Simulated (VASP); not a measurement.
Here is a VASP 6.6.1 calculation.

Contents of INCAR:

```
SYSTEM = Al3GaN4
  ALGO = Normal
  EDIFF = 1E-6
  ENCUT = 520
  GGA = PS
  ISIF = 2
  ISMEAR = 0
  LASPH = .True.
  LCHARG = .True.
  LELF = .True.
  LREAL = .False.
  LVHAR = .True.
  LWAVE = .False.
  NBANDS = 31
  NELM = 60
  PREC = Accurate
  SIGMA = 0.05
```

KPOINTS

```
k-points
0
Gamma
  6 6 6
  0 0 0
```

The input POSCAR:

```
Al3GaN4
1.0
    4.4068347611      0.0001212939     -0.0000507985
    0.0001148036      4.4072477324      0.0000257696
   -0.0000484621      0.0000233548      4.4075811210
Al Ga N
3 1 4
Direct
    0.5000033875      0.4999949463      0.0000033930
    0.5000060396      0.0000057185      0.5000072898
    0.0000044980      0.4999999746      0.5000062526
    0.0000029789     -0.0000054555      0.0000077199
    0.7447022139      0.7447063250      0.2552887778
    0.7447038879      0.2552921377      0.7447033708
    0.2552888783      0.7447109663      0.7447011087
    0.2552881159      0.2552953870      0.2552820874
```

Potentials or basis: VASP PAW PBE potentials, release 64 (Al, Ga_d, N).

Command:

```sh
$ cat potpaw_PBE.64/Al/POTCAR potpaw_PBE.64/Ga_d/POTCAR potpaw_PBE.64/N/POTCAR > POTCAR
$ mpirun -np 1 vasp_std > vasp.out
```

**Question.** What does it give for the pressure?

**Answer.** -0.1 GPa.

**Question.** Predict the band gap on the k mesh.

**Answer.** 3.31 eV.

Forces on the atoms (eV/Å):
```
Al   0.000  0.000  0.000
Al  -0.001 -0.001 -0.001
Al   0.000  0.000  0.000
Ga   0.000  0.000  0.000
N    0.005  0.005 -0.005
N    0.005 -0.005  0.005
N   -0.004  0.005  0.005
N   -0.004 -0.005 -0.004
```

Caveat: the PAW data sets were made with another functional, which shifts forces and pressure a little. A k mesh can miss the band edges.
